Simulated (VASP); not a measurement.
# MgI2 (Cm) in VASP: single point with PBEsol

Aim: the single point of MgI2 with PBEsol.

Everything below comes from runs of VASP 6.6.1. Logs are shortened: lines on timing, memory, paths and dates and some standing lists are left out, and cuts for length are marked.

## Step 1: The cell of the first run

The structure is monoclinic, space group Cm (No. 8). The conventional cell has a = 7.194 Å, b = 4.154 Å, c = 6.862 Å, α = 90.00°, β = 90.00°, γ = 90.00°. Within 3.7 Å of Mg (site symmetry m) lie 6 I at 2.79 to 3.05 Å. I (site symmetry m) has 3 Mg at 2.79 to 2.93 Å within 3.7 Å. Within 3.8 Å of I (site symmetry m) lie 3 Mg at 2.92 to 3.05 Å.

## Step 2: Single point, PBEsol

File INCAR:

```
PREC = Accurate
ENCUT = 520
EDIFF = 1E-6
ISMEAR = 0
SIGMA = 0.05
LREAL = False
LASPH = True
NELM = 100
ALGO = Normal
ISIF = 2
LWAVE = False
LCHARG = True
GGA = PS
LELF = True
LVHAR = True
NBANDS = 15
```

File KPOINTS:

```
regular mesh
0
Gamma
  6 6 4
```

File POSCAR:

```
MgI2
1.0
    4.1537001214      0.0000000000      0.0000000000
   -2.0768500607      3.5972098248      0.0000000000
    0.0000000000      0.0000000000      6.8620000000
Mg I
1 2
Direct
    0.0000000000      0.0000000000      0.0000000000
    0.3028502906      0.6514251453      0.7797945252
    0.6361836240      0.3180918120      0.2645345252
```

Potentials or basis: VASP PAW PBE potentials, release 64 (Mg, I).

Run with:

```console
> cat potpaw_PBE.64/Mg/POTCAR potpaw_PBE.64/I/POTCAR > POTCAR
> mpirun -np 1 vasp_std > vasp.out
```

OUTCAR:

```text
PREC = Accurate
   ENCUT = 520
   EDIFF = 1E-6
   ISMEAR = 0
   LREAL = False
   LASPH = True
   NELM = 100
   ISIF = 2
   GGA = PS

 ion  position               nearest neighbor table
   1  0.000  0.000  0.000-   2 2.79   2 2.79   3 2.92   2 2.93   3 3.05   3 3.05
   2  0.303  0.651  0.780-   1 2.79   1 2.79   1 2.93
   3  0.636  0.318  0.265-   1 2.92   1 3.05   1 3.05

  LATTYP: Found a hexagonal cell.
 ALAT       =     4.1537001214
 C/A-ratio  =     1.6520210413

  Lattice vectors:

 A1 = (   4.1537001214,   0.0000000000,   0.0000000000)
 A2 = (  -2.0768500607,   3.5972098248,   0.0000000000)
 A3 = (   0.0000000000,   0.0000000000,   6.8620000000)

Analysis of symmetry for initial positions (statically):
=====================================================================
 Subroutine PRICEL returns:
 Original cell was already a primitive cell.

 Routine SETGRP: Setting up the symmetry group for a
 hexagonal supercell.

 Subroutine GETGRP returns: Found  2 space group operations
 (whereof  2 operations were pure point group operations)
 out of a pool of 24 trial point group operations.

The static configuration has the point symmetry C_1h.

Analysis of symmetry for dynamics (positions and initial velocities):
=====================================================================
 Subroutine PRICEL returns:
 Original cell was already a primitive cell.

 Routine SETGRP: Setting up the symmetry group for a
 hexagonal supercell.

 Subroutine GETGRP returns: Found  2 space group operations
 (whereof  2 operations were pure point group operations)
 out of a pool of 24 trial point group operations.

The dynamic configuration has the point symmetry C_1h.

 Subroutine INISYM returns: Found  2 space group operations
 (whereof  2 operations are pure point group operations),
 and found     1 'primitive' translations

----------------------------------------------------------------------------------------

                                     Primitive cell

  volume of cell :     102.5302

  direct lattice vectors                    reciprocal lattice vectors
     4.153700121  0.000000000  0.000000000     0.240749205  0.138996618  0.000000000
    -2.076850061  3.597209825  0.000000000     0.000000000  0.277993236  0.000000000
     0.000000000  0.000000000  6.862000000     0.000000000  0.000000000  0.145730108

  length of vectors
     4.153700121  4.153700121  6.862000000     0.277993236  0.277993236  0.145730108

  position of ions in fractional coordinates (direct lattice)
     0.000000000  0.000000000  0.000000000
     0.302850291  0.651425145  0.779794525
[... 93 lines left out ...]
   EFERMI =   0.00;   METHOD = LEGACY
   ISMEAR =     0;   SIGMA  =   0.05  broadening in eV -4-tet -1-fermi 0-gaus
   EFERMI_NEDOS =   21; number of points for ismear=-14 and -15
   IALGO  =     38    algorithm
   IMIX   =      4    mixing-type and parameters
     AMIX     =   0.40;   BMIX     =  1.00
     AMIX_MAG =   1.60;   BMIX_MAG =  1.00
  volume/ion in A,a.u.               =      34.18       230.64
  Fermi-wavevector in a.u.,A,eV,Ry     =   0.881382  1.665571 10.569477  0.776835
  Thomas-Fermi vector in A             =   2.001871
   LORBIT       =      0    0 simple, 1 ext, 2 COOP (PROOUT), +10 PAW based schemes
   GGA     = PS    functional components
   LHFCALC =     F    Hartree Fock is set to
   AEXX    =    0.0000 exact exchange contribution
   IVDW    =     0    specifies the selected vdW correction
   LEPSILON=     F    determine dielectric tensor
   LRPA    =     F    only Hartree local field effects (RPA)
 non-spin polarized calculation
 Gauss-broadening in eV      SIGMA  =   0.05
  energy-cutoff  :      520.00
  volume of cell :      102.53
 maximum number of plane-waves:      2798
   NGX = 15   NGY = 15   NGZ = 25

 number of electron      16.0000000 magnetization

 Free energy of the ion-electron system (eV)
  ---------------------------------------------------
  ext. energy  EPLUGINS =         0.00000000
  ---------------------------------------------------
  free energy    TOTEN  =        -8.33970783 eV

  energy without entropy =       -8.33970783  energy(sigma->0) =       -8.33970783

 E-fermi :   2.7096     XC(G=0):  -8.3728

 val. band max:        2.4333061739   @ k =   0.0000   0.0000   0.0000
 cond. band min:       5.6520505058   @ k =   0.5000   0.0000   0.2500
 fundamental gap:      3.2187443319
 Fermi energy:         2.7095833432

 k-point     1 :       0.0000    0.0000    0.0000
  band No.  band energies     occupation
      1     -10.0576      2.00000
      2      -9.0388      2.00000
      3      -1.3685      2.00000
      4       1.4143      2.00000
      5       1.5458      2.00000
      6       2.2410      2.00000
      7       2.3562      2.00000
      8       2.4333      2.00000
      9       5.7387      0.00000
     10       6.8892      0.00000
     11       8.7221      0.00000
     12       8.8053      0.00000
     13       9.6292      0.00000
     14      10.3254      0.00000
[... 401 lines left out ...]
      2      -8.7240      2.00000
      3      -1.6776      2.00000
      4      -0.7076      2.00000
      5       0.6328      2.00000
      6       0.7194      2.00000
      7       1.4870      2.00000
      8       1.8155      2.00000
      9       5.6602      0.00000
     10       7.0855      0.00000
     11       8.2915      0.00000
     12       8.8512      0.00000
     13       9.4691      0.00000
     14      11.0305      0.00000
     15      12.9265      0.00000

 [... further k-points ...]

------------------------ aborting loop because EDIFF is reached ----------------------------------------

  FORCE on cell =-STRESS in cart. coord.  units (eV):
  Direction    XX          YY          ZZ          XY          YZ          ZX
  --------------------------------------------------------------------------------------
  -------------------------------------------------------------------------------------
  Total       -0.0435840      0.1379688      0.0625333     -0.1572294     -0.0713929     -0.1236561
  in kB       -0.6810618      2.1559553      0.9771709     -2.4569288     -1.1156140     -1.9322991
  external PRESSURE =       0.8173548 kB  Pullay stress =       0.0000000 kB

 VOLUME and BASIS-vectors are now :
 -----------------------------------------------------------------------------
  energy-cutoff  :      520.00
  volume of cell :      102.53
      direct lattice vectors                 reciprocal lattice vectors
     4.153700121  0.000000000  0.000000000     0.240749205  0.138996618  0.000000000
    -2.076850061  3.597209825  0.000000000     0.000000000  0.277993236  0.000000000
     0.000000000  0.000000000  6.862000000     0.000000000  0.000000000  0.145730108

 POSITION                                       TOTAL-FORCE (eV/Angst)
 -----------------------------------------------------------------------------------
      0.00000      0.00000      0.00000        -0.240734     -0.138988      0.853043
     -0.09496      2.34331      5.35095         0.168453      0.097256     -0.448109
      1.98189      1.14424      1.81524         0.072281      0.041731     -0.404933
 -----------------------------------------------------------------------------------
    total drift:                               -0.000057     -0.000033      0.000018

  FREE ENERGIE OF THE ION-ELECTRON SYSTEM (eV)
  ---------------------------------------------------
  free  energy   TOTEN  =        -8.3397078252 eV

  energy  without entropy=       -8.3397078252  energy(sigma->0) =       -8.33970783
```

stdout:

```text
POSCAR found type information on POSCAR MgI
 POSCAR found :  2 types and       3 ions
 scaLAPACK will be used
 -----------------------------------------------------------------------------
|                                                                             |
|                                                                             |
|     You enforced a specific xc type in the INCAR file but a different       |
|     I HOPE YOU KNOW WHAT YOU ARE DOING!                                     |
|                                                                             |
 -----------------------------------------------------------------------------

 LDA part: xc-table for (Slater+PW92), standard interpolation
 POSCAR, INCAR and KPOINTS ok, starting setup
 FFT: planning ... GRIDC
 FFT: planning ... GRID_SOFT
 FFT: planning ... GRID
 WAVECAR not read
 entering main loop
```

Wall time 38 s (1 thread of Intel Xeon Platinum 8488C (Sapphire Rapids), shared host); peak memory 0.26 GiB.

Results:

* Free energy: -8.3397 eV
* Pressure: 0.1 GPa
* Largest force: 0.897 eV/Å
* Band gap on the k mesh: 3.22 eV (least direct gap 3.31 eV)

Forces on the atoms (eV/Å):
```
Mg  -0.241 -0.139  0.853
I    0.168  0.097 -0.448
I    0.072  0.042 -0.405
```

Caveat: the cell differs from its parent crystal (all I atoms moved +0.188 Å, as atom 2 towards its neighbour atom 3 (I) at 4.101 Å); the PAW data sets were made with another functional, which shifts forces and pressure a little; spin-orbit coupling is left out, which moves the levels of the heavy elements; this functional lacks dispersion, which binds the layers, so the pressure and a relaxed spacing across them are unreliable.
